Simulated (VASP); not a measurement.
# Ge2TeO3 (P6/mmm) in VASP: a series of runs, part 2 of 2

VASP 6.6.1. The steps go on from the part before.

## Step 4: Relaxation of cell and atoms, PBE

This run uses another cell than the first one, of 18.96 Å³/atom.

Contents of INCAR:

```
ALGO     = Normal         # electronic algorithm
EDIFF    = 1E-7           # SCF threshold, eV
EDIFFG   = -0.04          # ionic threshold
ENCUT    = 600            # plane-wave cutoff, eV
GGA      = PE             # functional
IBRION   = 2              # ionic algorithm
ISIF     = 3              # what is computed and relaxed
ISMEAR   = 0              # smearing method
LASPH    = True           # aspherical terms in the spheres
LCHARG   = False          # write CHGCAR
LREAL    = False          # projectors in reciprocal space
LWAVE    = False          # write WAVECAR
NELM     = 60             # most SCF steps
NSW      = 90             # ionic steps
PREC     = Accurate       # precision mode
SIGMA    = 0.1            # smearing width, eV
```

Contents of KPOINTS:

```
k-points
0
Gamma
  6 6 4
```

Contents of POSCAR:

```
Ge2TeO3
1.0
    4.4356959600      0.0000000000      0.0000000000
   -2.2178479800      3.8414253900      0.0000000000
    0.0000000000      0.0000000000      6.6779814500
Ge Te O
2 1 3
Direct
    0.3333333300      0.6666666700      0.5000000000
    0.6666666700      0.3333333300      0.5000000000
    0.0000000000      0.0000000000      0.5000000000
    0.3333333300      0.6666666700      0.0000000000
    0.6666666700      0.3333333300      0.0000000000
    0.0000000000      0.0000000000      0.0000000000
```

Run with:

```bash
cat potpaw_PBE.64/Ge_d/POTCAR potpaw_PBE.64/Te/POTCAR potpaw_PBE.64/O/POTCAR > POTCAR
mpirun -np 1 vasp_std > vasp.out
```

It took 32 min on 1 thread of Oxide Virtual Turin-like, shared host; peak memory 0.29 GiB.

The run converged. Its results:

```yaml
Free_energy: -29.4151 eV
Relaxed_volume: 16.27 Å³/atom
Relaxed_cell: a = 5.429 Å, b = 5.429 Å, c = 3.825 Å, α = 90.00°, β = 90.00°, γ = 120.00°
Space_group_after_relaxing_to_0.1_Å: P6/mmm (No. 191)
Energy_gained_by_relaxing: 2384.6 meV/atom
Ionic_steps: 15
Pressure_after_relaxing: 0.0 GPa
Band_gap_on_the_k_mesh: zero (bands 26 and 27 overlap by 2.21 eV)
```

The path:
```
step  energy change (eV)  largest force (eV/Å)  pressure (GPa)  volume (Å³)
   1              0.0000                0.0000           10.61       113.79
   2             -2.7454                0.0000           -6.67       133.99
   3             -3.1528                0.0000           -9.88       140.70
   4             -3.7789                0.0000          -13.36       153.42
   5             -7.3706                0.0000          -17.44       144.15
   6             -9.1877                0.0000           18.70       118.60
   7            -10.1894                0.0000          -19.11       138.25
   8            -13.0555                0.0000          -11.66       129.21
   9            -13.1127                0.0000           -9.52       127.97
  10            -13.8781                0.0000           -5.49       114.45
  11            -14.2724                0.0000           -0.62       101.14
  12            -14.2967                0.0000            1.67        96.81
  13            -14.2974                0.0000            1.27        97.50
  14            -14.2757                0.0000           -2.11        97.86
  15            -14.3074                0.0000           -0.01        97.63
```

Final structure:
```
Ge Te O
1.0
     5.42883    0.00000    0.00000
    -2.71442    4.70151    0.00000
     0.00000    0.00000    3.82514
Ge Te O
2 1 3
Direct
  0.33333 0.66667 0.50000
  0.66667 0.33333 0.50000
  0.00000 0.00000 0.50000
  0.33333 0.66667 0.00000
  0.66667 0.33333 0.00000
  0.00000 0.00000 0.00000
```

Levels at points of the mesh, in eV from the Fermi level:
| k point | band 23 | band 24 | band 25 | band 26 | band 27 | band 28 | band 29 | band 30 |
| --- | --- | --- | --- | --- | --- | --- | --- | --- |
| (0.00, 0.00, 0.00) | -3.40 | -1.84 | -1.84 | -0.06 | -0.06 | 1.19 | 1.19 | 7.55 |
| (0.50, 0.00, 0.00) | -2.88 | -2.25 | -2.12 | -0.48 | 1.67 | 3.01 | 3.56 | 4.17 |
| (0.00, 0.00, 0.50) | -1.38 | -1.38 | -1.31 | -1.31 | -1.26 | 1.33 | 2.30 | 2.64 |
| (0.50, 0.00, 0.50) | -2.01 | -1.73 | -1.54 | 0.86 | 2.09 | 2.27 | 2.81 | 3.09 |

Caveat: a cell axis changed by over 15 % at a fixed basis, so the end point is rough; spin-orbit coupling is left out, which moves the levels of the heavy elements.

## Step 5: Single point, PBE

This run uses another cell than the first one, of 16.62 Å³/atom.

Contents of INCAR:

```
SYSTEM = Ge2TeO3
PREC     = Accurate       ! precision mode
ENCUT    = 520            ! plane-wave cutoff, eV
EDIFF    = 1E-6           ! SCF threshold, eV
ISMEAR   = 0              ! smearing method
SIGMA    = 0.1            ! smearing width, eV
LREAL    = .FALSE.        ! projectors in reciprocal space
LASPH    = .TRUE.         ! aspherical terms in the spheres
NELM     = 100            ! most SCF steps
ALGO     = Fast           ! electronic algorithm
ISIF     = 2              ! what is computed and relaxed
LWAVE    = .FALSE.        ! write WAVECAR
LCHARG   = .TRUE.         ! write CHGCAR
GGA      = PE             ! functional
LELF     = .TRUE.         ! ELF
LVHAR    = .TRUE.       
NBANDS   = 35             ! bands
```

Contents of KPOINTS:

```
Automatic mesh
0
G
  12 12 10
  0 0 0
```

Contents of POSCAR:

```
Ge2TeO3
1.0
    5.4883043272      0.0000000000      0.0000000000
   -2.7441521636      4.7530109711      0.0000000000
    0.0000000000      0.0000000000      3.8225706241
Ge Te O
2 1 3
Direct
    0.3333333333      0.6666666667      0.5000000000
    0.6666666667      0.3333333333      0.5000000000
    0.0000000000      0.0000000000      0.5000000000
    0.3333333333      0.6666666667      0.0000000000
    0.6666666667      0.3333333333      0.0000000000
    0.0000000000      0.0000000000      0.0000000000
```

Run with:

```bash
cat potpaw_PBE.64/Ge_d/POTCAR potpaw_PBE.64/Te/POTCAR potpaw_PBE.64/O/POTCAR > POTCAR
mpirun -np 1 vasp_std > vasp.out
```

It took 8.3 min on 1 thread of Oxide Virtual Turin-like, shared host; peak memory 0.43 GiB.

It converged, with:

| Property | Result |
| --- | --- |
| Free energy | -29.4042 eV |
| Pressure | 0.0 GPa |
| Band gap on the k mesh | zero (bands 26 and 27 overlap by 2.18 eV) |

Stress tensor (GPa, compression positive):
```
-0.14  0.00  0.00
 0.00 -0.14  0.00
 0.00  0.00  0.17
```

Levels at points of the mesh, in eV from the Fermi level:
```tsv
k point	band 24	band 25	band 26	band 27	band 28	band 29
(0.00, 0.00, 0.00)	-1.98	-1.98	-0.03	-0.03	1.18	1.18
(0.50, 0.00, 0.00)	-2.39	-2.27	-0.43	1.60	2.90	3.48
(0.00, 0.00, 0.50)	-1.53	-1.26	-1.26	-1.26	1.24	2.17
(0.50, 0.00, 0.50)	-1.87	-1.69	0.80	2.01	2.14	2.68
```

Caveat: spin-orbit coupling is left out, which moves the levels of the heavy elements.

## Step 6: Overview

```tsv
task	cell	k mesh	cutoff (eV)	gap on the mesh (eV)	pressure (GPa)
single point	a = 5.515, b = 5.515, c = 3.829 Å, angles 90.0, 90.0, 120.0°, 6 atoms	6 × 6 × 4	520	none	0.1
single point	a = 4.436, b = 4.436, c = 6.678 Å, angles 90.0, 90.0, 120.0°, 6 atoms	6 × 6 × 4	520	none	10.6
relaxation of cell and atoms	relaxed from a = 4.436, b = 4.436, c = 6.678 Å, angles 90.0, 90.0, 120.0°, 6 atoms	6 × 6 × 4	600	none	0.0
single point	a = 5.488, b = 5.488, c = 3.823 Å, angles 90.0, 90.0, 120.0°, 6 atoms	12 × 12 × 10	520	none	0.0
```

Alike in all rows: level PBE; potentials or basis VASP PAW PBE potentials, release 64 (Ge_d, Te, O); no spin polarisation; smearing gaussian 0.1 eV.

Caveats: some runs use coarse meshes; spin-orbit coupling is left out, which moves the levels of the heavy elements; the stress differs along the axes, from -13 to 23 GPa (at least some runs); this functional lacks dispersion, which binds layers or chains, so the pressure and a relaxed spacing across them are unreliable (at least some runs); a cell axis changed by over 15 % at a fixed basis, so the end point is rough (at least some runs).

Absolute energies hang on the potentials; compare differences alone.
